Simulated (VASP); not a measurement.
Crystal: HfO2.

```
CELL_PARAMETERS angstrom
0.00000 2.55750 2.55750
2.55750 0.00000 2.55750
2.55750 2.55750 0.00000
ATOMIC_POSITIONS crystal
Hf 0.00000 0.00000 0.00000
O 0.75000 0.75000 0.75000
O 0.25000 0.25000 0.25000
```

| Quantity | Value |
| --- | --- |
| Program | VASP 6.6.1 |
| Task | relaxation of cell and atoms |
| Functional | SCAN |
| Potentials or basis | VASP PAW PBE potentials, release 64 (Hf_sv_GW, O_GW) |
| Cutoff | 690 eV |
| k mesh | 8 × 8 × 8 |
| Occupations | gaussian, width 0.03 eV |
| Spin | no spin polarisation |

At the start: pressure -12.6 GPa; volume 11.15 Å³/atom.

**Question.** How do energy, volume and symmetry change on relaxing?

**Answer.** Over 5 steps the energy falls by 20.6 meV/atom and the volume is 10.62 Å³/atom (-4.8 %); space group Fm-3m (No. 225, to 0.1 Å) before and after.

The path:
| step | energy change (eV) | largest force (eV/Å) | pressure (GPa) | volume (Å³) |
| --- | --- | --- | --- | --- |
| 1 | 0.0000 | 0.0000 | -12.57 | 33.46 |
| 2 | 0.1270 | 0.0000 | 27.11 | 29.40 |
| 3 | -0.0659 | 0.0000 | -0.29 | 31.88 |
| 4 | -0.0660 | 0.0000 | -0.01 | 31.85 |
| 5 | -0.0618 | 0.0000 | 0.00 | 31.85 |

Final structure:
```
Hf O
1.0
     0.00000    2.51597    2.51597
     2.51597    0.00000    2.51597
     2.51597    2.51597    0.00000
Hf O
1 2
Direct
  0.00000 0.00000 0.00000
  0.75000 0.75000 0.75000
  0.25000 0.25000 0.25000
```

Caveat: the PAW data sets were made with another functional, which shifts forces and pressure a little.
